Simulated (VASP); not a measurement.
# Si62As (a cell with a defect) in VASP: single point with PBE+D3(BJ)

Aim: the single point of Si62As (a cell with a defect) with PBE+D3(BJ).

Everything below comes from runs of VASP 6.6.1. Logs are shortened: lines on timing, memory, paths and dates and some standing lists are left out, and cuts for length are marked.

### Step 1. The cell of the first run

The cell holds a defect, 63 atoms: a = 10.860 Å, b = 10.860 Å, c = 10.860 Å, α = 90.00°, β = 90.00°, γ = 90.00°.

### Step 2. Single point, PBE+D3(BJ), collinear spin

The input, INCAR:

```
ALGO = Normal ; EDIFF = 1E-6
ENCUT = 520 ; GGA = PE
ISIF = 2 ; ISMEAR = -1
ISPIN = 2 ; IVDW = 12
LASPH = T ; LCHARG = F
LORBIT = 11 ; LREAL = Auto
LWAVE = F ; MAGMOM = 0 0 0 0 0 0 0 0 0 0 0 0 0 0 0 0 0 0 0 0 0 0 0 0 0 0 0 0 0 0 0 0 0 0 0 0 0 0 0 0 0 0 0 0 0 0 0 0 0 0 0 0 0 0 0 0 0 0 0 0 0 0 1
NBANDS = 168 ; NELM = 150
PREC = Accurate ; SIGMA = 0.05
```

The input, KPOINTS:

```
k-points
0
Gamma
  1 1 1
```

The input, POSCAR:

```
Si62As
1.0
   10.8600000000      0.0000000000      0.0000000000
    0.0000000000     10.8600000000      0.0000000000
    0.0000000000      0.0000000000     10.8600000000
Si As
62 1
Direct
    0.4994591049      0.0011841290      0.0005408951
    0.6257607207      0.1262282577      0.1250416345
    0.7500143301      0.2524600740     -0.0010203704
    0.8746830760      0.3753169240      0.1257764815
    0.7503424881     -0.0002303072      0.2497696928
    0.8763063008      0.1253572084      0.3753572084
   -0.0002518778      0.0012327890     -0.0019853578
    0.1250484145      0.1249515855      0.1239121969
    0.2487672110      0.2502518778     -0.0019853578
    0.3749299854      0.3752740954      0.1250700146
    0.4994063188      0.5018331629      0.0005936812
    0.6240764660      0.6259235340      0.1266026458
    0.7481668371      0.7505936812      0.0005936812
    0.8747259046      0.8750700146      0.1250700146
    0.2503495013     -0.0003495013      0.2496504987
    0.3760878031      0.1249515855      0.3749515855
    0.5019853578      0.2502518778      0.2512327890
    0.6285683670      0.3760038901      0.3792937052
    0.7498360011      0.5001639989      0.2505979109
    0.8739961099      0.6214316330      0.3792937052
    0.5019853578      0.0012327890      0.5002518778
    0.6285683670      0.1292937052      0.6260038901
    0.7583912085      0.2522000213      0.5022000213
    0.7498360011      0.0005979109      0.7501639989
    0.8739961099      0.1292937052      0.8714316330
   -0.0024600740      0.4999856699     -0.0010203704
    0.1237717423      0.6242392793      0.1250416345
    0.2488158710      0.7505408951      0.0005408951
    0.3747430563      0.8752569437      0.1252569437
    0.0004923319      0.2495076681      0.2488426698
    0.1246427916      0.3736936992      0.3753572084
    0.2502303072      0.4996575119      0.2497696928
    0.3749583655      0.6242392793      0.3762282577
    0.4994591049      0.7505408951      0.2511841290
    0.6257607207      0.8750416345      0.3762282577
    0.0004923319     -0.0011573302      0.4995076681
    0.1246427916      0.1253572084      0.6236936992
    0.2511573302      0.2495076681      0.4995076681
    0.3742235185      0.3753169240      0.6253169240
    0.5010203704      0.4999856699      0.5024600740
    0.6246783603      0.6253216397      0.6287886514
    0.7500143301      0.7489796296      0.5024600740
    0.8746830760      0.8757764815      0.6253169240
    0.2502303072     -0.0002303072      0.7496575119
    0.3749583655      0.1262282577      0.8742392793
    0.5010203704      0.2524600740      0.7499856699
    0.6246783603      0.3787886514      0.8753216397
    0.8712113486      0.6253216397      0.8753216397
   -0.0002518778      0.7480146422      0.2512327890
    0.1250484145      0.8739121969      0.3749515855
   -0.0022000213      0.4916087915      0.5022000213
    0.1207062948      0.6214316330      0.6260038901
    0.2487672110      0.7480146422      0.5002518778
    0.3749299854      0.8750700146      0.6252740954
   -0.0022000213      0.2522000213      0.7416087915
    0.1207062948      0.3760038901      0.8714316330
    0.2494020891      0.5001639989      0.7501639989
    0.3733973542      0.6259235340      0.8759235340
    0.4994063188      0.7505936812      0.7518331629
    0.6240764660      0.8766026458      0.8759235340
   -0.0024600740      0.7489796296      0.7499856699
    0.1237717423      0.8750416345      0.8742392793
    0.7634392804      0.4865607196      0.7365607196
```

Potentials or basis: VASP PAW PBE potentials, release 64 (Si, As).

On the command line:

```sh
$ cat potpaw_PBE.64/Si/POTCAR potpaw_PBE.64/As/POTCAR > POTCAR
$ mpirun -np 1 vasp_gam > vasp.out
```

OUTCAR:

```text
EDIFF = 1E-6
   ENCUT = 520
   GGA = PE
   ISIF = 2
   ISMEAR = -1
   ISPIN = 2
   IVDW = 12
   LASPH = T
   LORBIT = 11
   LREAL = Auto
   NELM = 150
   PREC = Accurate
 IVDW          = 12

 ion  position               nearest neighbor table
   1  0.499  0.001  0.001-  60 2.34  29 2.35  45 2.36   2 2.36
   2  0.626  0.126  0.125-  17 2.35   5 2.36   1 2.36   3 2.36
   3  0.750  0.252  0.999-   4 2.35  25 2.35  47 2.35   2 2.36
   4  0.875  0.375  0.126-   3 2.35  26 2.35  19 2.35  30 2.35
   5  0.750  1.000  0.250-  14 2.34   2 2.36  35 2.36   6 2.36
   6  0.876  0.125  0.375-  23 2.33  30 2.35  36 2.35   5 2.36
[... 43 lines left out ...]
  50  0.125  0.874  0.375-  36 2.35  49 2.35  53 2.35  15 2.36
  51  0.998  0.492  0.502-  31 2.33  20 2.36  52 2.36
  52  0.121  0.621  0.626-  57 2.35  61 2.35  51 2.36  53 2.39
  53  0.249  0.748  0.500-  33 2.35  50 2.35  54 2.37  52 2.39
  54  0.375  0.875  0.625-  44 2.34  59 2.35  53 2.37  21 2.37
  55  0.998  0.252  0.742-  37 2.33  25 2.36  56 2.36
  56  0.121  0.376  0.871-  57 2.35  26 2.35  55 2.36   9 2.39
  57  0.249  0.500  0.750-  52 2.35  56 2.35  39 2.35  58 2.35
  58  0.373  0.626  0.876-  28 2.34  11 2.35  59 2.35  57 2.35
  59  0.499  0.751  0.752-  41 2.34  58 2.35  60 2.35  54 2.35
  60  0.624  0.877  0.876-   1 2.34  13 2.35  59 2.35  24 2.35
  61  0.998  0.749  0.750-  43 2.35  52 2.35  48 2.35  62 2.36
  62  0.124  0.875  0.874-   7 2.35  44 2.36  28 2.36  61 2.36
  63  0.763  0.487  0.737-  41 2.43  47 2.43  48 2.43

  LATTYP: Found a simple cubic cell.
 ALAT       =    10.8600000000

  Lattice vectors:

 A1 = (  10.8600000000,   0.0000000000,   0.0000000000)
 A2 = (   0.0000000000,  10.8600000000,   0.0000000000)
 A3 = (   0.0000000000,   0.0000000000,  10.8600000000)

Analysis of symmetry for initial positions (statically):
=====================================================================
 Subroutine PRICEL returns:
 Original cell was already a primitive cell.

 Routine SETGRP: Setting up the symmetry group for a
 simple cubic supercell.

 Subroutine GETGRP returns: Found  6 space group operations
 (whereof  1 operations were pure point group operations)
 out of a pool of 48 trial point group operations.

The static configuration has the point symmetry C_1 .
 The point group associated with its full space group is C_3v.

Analysis of symmetry for dynamics (positions and initial velocities):
=====================================================================
 Subroutine PRICEL returns:
 Original cell was already a primitive cell.

 Routine SETGRP: Setting up the symmetry group for a
 simple cubic supercell.

 Subroutine GETGRP returns: Found  6 space group operations
 (whereof  1 operations were pure point group operations)
 out of a pool of 48 trial point group operations.

The dynamic configuration has the point symmetry C_1 .
 The point group associated with its full space group is C_3v.

Analysis of structural, dynamic, and magnetic symmetry:
=====================================================================
 Subroutine PRICEL returns:
 Original cell was already a primitive cell.

 Routine SETGRP: Setting up the symmetry group for a
 simple cubic supercell.

 Subroutine GETGRP returns: Found  6 space group operations
 (whereof  1 operations were pure point group operations)
 out of a pool of 48 trial point group operations.

The overall configuration has the point symmetry C_1 .
 The point group associated with its full space group is C_3v.

 Subroutine INISYM returns: Found  6 space group operations
 (whereof  1 operations are pure point group operations),
 and found     1 'primitive' translations

----------------------------------------------------------------------------------------

                                     Primitive cell

  volume of cell :    1280.8241

  direct lattice vectors                    reciprocal lattice vectors
    10.860000000  0.000000000  0.000000000     0.092081031  0.000000000  0.000000000
     0.000000000 10.860000000  0.000000000     0.000000000  0.092081031  0.000000000
[... 183 lines left out ...]
   EDIFF  = 0.1E-05   stopping-criterion for ELM
   LREAL  =      T    real-space projection
   EDIFFG = 0.1E-04   stopping-criterion for IOM
   NSW    =      0    number of steps for IOM
   IBRION =     -1    ionic relax: 0-MD 1-quasi-New 2-CG
   NFREE  =      0    steps in history (QN), initial steepest desc. (CG)
   ISIF   =      2    stress and relaxation
   ISYM   =      2    0-nonsym 1-usesym 2-fastsym
   POTIM  = 0.5000    time-step for ionic-motion
   TEBEG  =    0.0;   TEEND  =   0.0 temperature during run
   PSTRESS=    0.0 pullay stress
   NELECT =     253.0000    total number of electrons
   NUPDOWN=      -1.0000    fix difference up-down
   EMIN   =  10.00;   EMAX   =-10.00  energy-range for DOS
   EFERMI =   0.00;   METHOD = LEGACY
   ISMEAR =    -1;   SIGMA  =   0.05  broadening in eV -4-tet -1-fermi 0-gaus
   EFERMI_NEDOS =   21; number of points for ismear=-14 and -15
   IALGO  =     38    algorithm
   IMIX   =      4    mixing-type and parameters
     AMIX     =   0.40;   BMIX     =  1.00
     AMIX_MAG =   1.60;   BMIX_MAG =  1.00
  volume/ion in A,a.u.               =      20.33       137.20
  Fermi-wavevector in a.u.,A,eV,Ry     =   0.953422  1.801706 12.367880  0.909014
  Thomas-Fermi vector in A             =   2.082076
   LORBIT       =     11    0 simple, 1 ext, 2 COOP (PROOUT), +10 PAW based schemes
   GGA     = PE    functional components
   LHFCALC =     F    Hartree Fock is set to
   AEXX    =    0.0000 exact exchange contribution
   IVDW    =    12    specifies the selected vdW correction
   LEPSILON=     F    determine dielectric tensor
   LRPA    =     F    only Hartree local field effects (RPA)
 spin polarized calculation
  energy-cutoff  :      520.00
  volume of cell :     1280.82
 maximum number of plane-waves:     17229
 NGX is ok and might be reduce to    84
   NGX = 41   NGY = 41   NGZ = 41

 number of electron     252.9999985 magnetization       0.2404918

 Free energy of the ion-electron system (eV)
  ---------------------------------------------------
  ext. energy  EPLUGINS =         0.00000000
  ---------------------------------------------------
  free energy    TOTEN  =      -332.08620520 eV

  energy without entropy =     -331.94622084  energy(sigma->0) =     -332.01621302

 E-fermi :   6.2417     XC(G=0):  -9.3453

 val. band max:        5.8427574632   @ k =   0.0000   0.0000   0.0000
 cond. band min:       6.2910376605   @ k =   0.0000   0.0000   0.0000
 fundamental gap:      0.4482801973
 Fermi energy:         6.2416525167

 spin component 1

 k-point     1 :       0.0000    0.0000    0.0000
  band No.  band energies     occupation
      1      -6.3431      1.00000
      2      -5.7795      1.00000
      3      -5.1676      1.00000
      4      -5.1676      1.00000
      5      -5.1511      1.00000
      6      -5.1511      1.00000
[... 130 lines left out ...]
    137       6.8497      0.00001
    138       6.9417      0.00000
 Fermi energy:         6.2416525167

 spin component 2

 k-point     1 :       0.0000    0.0000    0.0000
  band No.  band energies     occupation
      1      -6.3405      1.00000
      2      -5.7773      1.00000
      3      -5.1651      1.00000
      4      -5.1651      1.00000
      5      -5.1480      1.00000
      6      -5.1480      1.00000
[... 130 lines left out ...]
    137       6.8524      0.00000
    138       6.9455      0.00000
 [bands above 138 left out]

------------------------ aborting loop because EDIFF is reached ----------------------------------------

 Edisp (eV)  -19.96004

 E6    (eV) :   -11.6815

 E8    (eV) :    -8.2785

  FORCE on cell =-STRESS in cart. coord.  units (eV):
  Direction    XX          YY          ZZ          XY          YZ          ZX
  --------------------------------------------------------------------------------------
  -------------------------------------------------------------------------------------
  Total      -3.15129    -3.15129    -3.15129    -4.42230     4.42230    -4.42230
  in kB      -3.94194    -3.94194    -3.94194    -5.53184     5.53184    -5.53184
  external pressure =       -3.94 kB  Pullay stress =        0.00 kB

 VOLUME and BASIS-vectors are now :
 -----------------------------------------------------------------------------
  energy-cutoff  :      520.00
  volume of cell :     1280.82
      direct lattice vectors                 reciprocal lattice vectors
    10.860000000  0.000000000  0.000000000     0.092081031  0.000000000  0.000000000
     0.000000000 10.860000000  0.000000000     0.000000000  0.092081031  0.000000000
     0.000000000  0.000000000 10.860000000     0.000000000  0.000000000  0.092081031

 POSITION                                       TOTAL-FORCE (eV/Angst)
 -----------------------------------------------------------------------------------
      5.42413      0.01286      0.00587        -0.001676      0.002621      0.001676
      6.79576      1.37084      1.35795         0.001502     -0.001215      0.001761
      8.14516      2.74172     10.84892         0.000502     -0.003418      0.000832
      9.49906      4.07594      1.36593        -0.002278      0.002278     -0.001266
      8.14872     10.85750      2.71250         0.007262     -0.003360     -0.003360
      9.51669      1.36138      4.07638        -0.001096     -0.009860     -0.009860
[... 55 lines left out ...]
      1.34416      9.50295      9.49424         0.001215      0.001761     -0.001502
      8.29095      5.28405      7.99905         0.009253     -0.009253     -0.009253
 -----------------------------------------------------------------------------------
    total drift:                                0.013428     -0.013428     -0.013428

  FREE ENERGIE OF THE ION-ELECTRON SYSTEM (eV)
  ---------------------------------------------------
  free  energy   TOTEN  =      -352.0462477013 eV

  energy  without entropy=     -351.9062633355  energy(sigma->0) =     -351.97625552

 total charge

# of ion       s       p       d       tot
------------------------------------------
    1        0.740   0.956   0.000   1.696
    2        0.738   0.956   0.000   1.695
    3        0.739   0.958   0.000   1.698
    4        0.737   0.963   0.000   1.700
    5        0.742   0.949   0.000   1.691
    6        0.739   0.958   0.000   1.697
[... 55 lines left out ...]
   62        0.738   0.956   0.000   1.695
   63        1.277   1.471   0.037   2.785
--------------------------------------------------
tot         47.310  60.236   0.037 107.584

 magnetization (x)

# of ion       s       p       d       tot
------------------------------------------
    1        0.000  -0.000   0.000  -0.000
    2        0.000   0.000   0.000   0.000
    3        0.000   0.000   0.000   0.000
    4       -0.000  -0.000   0.000  -0.000
    5        0.000   0.001   0.000   0.001
    6        0.000   0.000   0.000   0.000
[... 55 lines left out ...]
   62        0.000   0.000   0.000   0.000
   63       -0.000   0.001   0.000   0.001
--------------------------------------------------
tot          0.019   0.066   0.000   0.086
```

Wall time 27 min (1 thread of Intel Xeon 8259CL, shared host); peak memory 1.4 GiB.

What came out:

| Property | Result |
| --- | --- |
| Free energy | -352.0462 eV |
| Pressure | -0.4 GPa |
| Largest force | 0.021 eV/Å |
| Net moment | 0.24 μB per cell |
| Valence electrons inside the program's atomic spheres | Si 1.70, 1.69, 1.68, 1.64, 1.67 (each value once); As 2.79 |
| Dispersion energy per atom | -0.317 eV |

Forces in eV/Å, atoms in the order of the input:
```
Si  -0.002  0.003  0.002
Si   0.002 -0.001  0.002
Si   0.001 -0.003  0.001
Si  -0.002  0.002 -0.001
Si   0.007 -0.003 -0.003
Si  -0.001 -0.010 -0.010
Si   0.001  0.007 -0.003
Si   0.000  0.000 -0.001
Si  -0.007 -0.001 -0.003
Si   0.004  0.001 -0.004
Si  -0.008 -0.007  0.008
Si   0.000  0.000  0.003
Si   0.007  0.008  0.008
Si  -0.001 -0.004 -0.004
Si   0.002 -0.002 -0.002
Si   0.001  0.000  0.000
Si   0.003 -0.001  0.007
Si  -0.013 -0.001 -0.014
Si  -0.005  0.005  0.002
Si   0.001  0.013 -0.014
Si   0.003  0.007 -0.001
Si  -0.013 -0.014 -0.001
Si   0.015  0.010  0.010
Si  -0.005  0.002  0.005
Si   0.001 -0.014  0.013
Si   0.003 -0.001  0.001
Si   0.001 -0.002  0.002
Si  -0.003  0.002  0.002
Si   0.001 -0.001 -0.001
Si   0.005 -0.005  0.003
Si   0.010  0.001 -0.010
Si   0.003 -0.007 -0.003
Si  -0.002 -0.002 -0.001
Si  -0.002  0.002  0.003
Si   0.002  0.002 -0.001
Si   0.005  0.003 -0.005
Si   0.010 -0.010  0.001
Si  -0.003 -0.005 -0.005
Si   0.001  0.002  0.002
Si  -0.001 -0.001 -0.003
Si  -0.011  0.011  0.007
Si   0.001  0.001 -0.003
Si  -0.002 -0.001  0.002
Si   0.003 -0.003 -0.007
Si  -0.002 -0.001 -0.002
Si  -0.001 -0.003 -0.001
Si  -0.011  0.007  0.011
Si  -0.007  0.011  0.011
Si   0.001 -0.003  0.007
Si   0.000 -0.001  0.000
Si  -0.010 -0.015  0.010
Si   0.014  0.013 -0.001
Si  -0.007 -0.003 -0.001
Si   0.004 -0.004  0.001
Si  -0.010  0.010 -0.015
Si   0.014 -0.001  0.013
Si  -0.002  0.005  0.005
Si  -0.003  0.000  0.000
Si  -0.008  0.008 -0.007
Si   0.000  0.003  0.000
Si   0.003  0.001 -0.001
Si   0.001  0.002 -0.002
As   0.009 -0.009 -0.009
```

Caveat: the k points lie up to 0.58 Å⁻¹ apart.
